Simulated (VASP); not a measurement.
TaH: single point with PBE

The system is TaH.

```
Ta H
1.0
     4.91945    0.00000    0.00000
     0.00000    3.41818    0.00000
     0.00000    0.00000    4.91596
Ta H
4 4
Direct
  0.74241 0.25000 0.49675
  0.25759 0.75000 0.50325
  0.75759 0.75000 0.99675
  0.24241 0.25000 0.00325
  0.61708 0.25000 0.87320
  0.38292 0.75000 0.12680
  0.88292 0.75000 0.37320
  0.11708 0.25000 0.62680
```

The cell was generated, and may not be a known phase.

```json
{"Program": "VASP 6.6.1", "Task": "single point", "Functional": "PBE", "Potentials or basis": "VASP PAW PBE potentials, release 64 (Ta_pv, H)", "Cutoff": "520 eV", "k mesh": "3 × 4 × 4", "Occupations": "gaussian, width 0.2 eV", "Spin": "no spin polarisation", "Dipole correction": "no", "Further INCAR settings": "ALGO = Normal; EDIFF = 1e-06; NBANDS = 34"}
```

```yaml
Pressure: -0.1 GPa
Largest_force: 0.026 eV/Å
Band_gap_on_the_k_mesh: zero (bands 24 and 25 overlap by 0.51 eV)
```

Forces in eV/Å, atoms in the order of the input:
```
Ta   0.021  0.000  0.016
Ta  -0.021  0.000 -0.016
Ta  -0.021  0.000  0.016
Ta   0.021  0.000 -0.016
H    0.007  0.000 -0.012
H   -0.007  0.000  0.012
H   -0.007  0.000 -0.012
H    0.007  0.000  0.012
```

Stress tensor (GPa, compression positive):
```
 0.20  0.00  0.00
 0.00 -0.11  0.00
 0.00  0.00 -0.49
```

Levels at points of the mesh, in eV from the Fermi level:
```csv
k point,band 21,band 22,band 23,band 24,band 25,band 26,band 27,band 28
"(0.00, 0.00, 0.00)",-1.32,-0.51,-0.22,-0.14,1.92,2.00,2.01,2.62
"(0.00, 0.50, 0.00)",-1.69,-1.69,-0.33,-0.33,-0.21,-0.21,1.73,1.73
"(0.00, 0.00, 0.50)",-1.33,-1.33,-0.42,-0.42,0.12,0.12,1.73,1.73
"(0.00, 0.50, 0.50)",-1.88,-1.88,-1.75,-1.75,1.80,1.80,2.22,2.22
```

It took 30 s on 1 thread of AMD EPYC 9R45 (Zen 5), with other jobs on the host, peak memory 0.17 GiB.

Caveat: the k points lie up to 0.46 Å⁻¹ apart, too coarse for converged energies and pressures of a metal; spin-orbit coupling is left out, which moves the levels of the heavy elements.
